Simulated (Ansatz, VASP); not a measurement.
**Al2Cu: VASP beside Ansatz**

```
Al Cu
1.0
     4.10518    0.00000    0.00000
     0.00000    4.10518    0.00000
     0.00000    0.00000    2.89131
Al Cu
2 1
Cartesian
  2.0526 0.0000 1.4457
  0.0000 2.0526 1.4457
  0.0000 0.0000 0.0000
```

Alike in both runs: task single point; functional PBE; dispersion D4; k mesh 1 × 1 × 2; no spin polarisation.

|  | VASP | Ansatz |
| --- | --- | --- |
| version | VASP 6.6.1 | Ansatz 0.2.0 |
| potentials or method | VASP PAW PBE potentials, release 64 (Al, Cu) | scalar-relativistic, plane waves, PAW |
| plane-wave cutoff (eV) | 520 | 420 |
| occupations | fermi-dirac, width 0.0861733 eV | fermi-dirac |
| valence electrons in the cell | 17 | 25 |

VASP gave:

```
gap on the k mesh at the Fermi level (eV)                     : none
pressure (GPa)                                                : 7.8
traceless stress, the component that is largest in VASP (GPa) : -33.85
```

**Question.** What did Ansatz give for the same quantities?

**Answer.** gap on the k mesh at the Fermi level (eV): none; pressure (GPa): 7.9; traceless stress, the component that is largest in VASP (GPa): -33.81.

A gap of «none» marks a metal or a gap that the smearing closes. VASP's potentials hold 17 valence electrons a cell and Ansatz's 25, so a difference there can come from the potentials and not from the codes.

The k mesh is coarse, so the values compare programs but aren't converged.
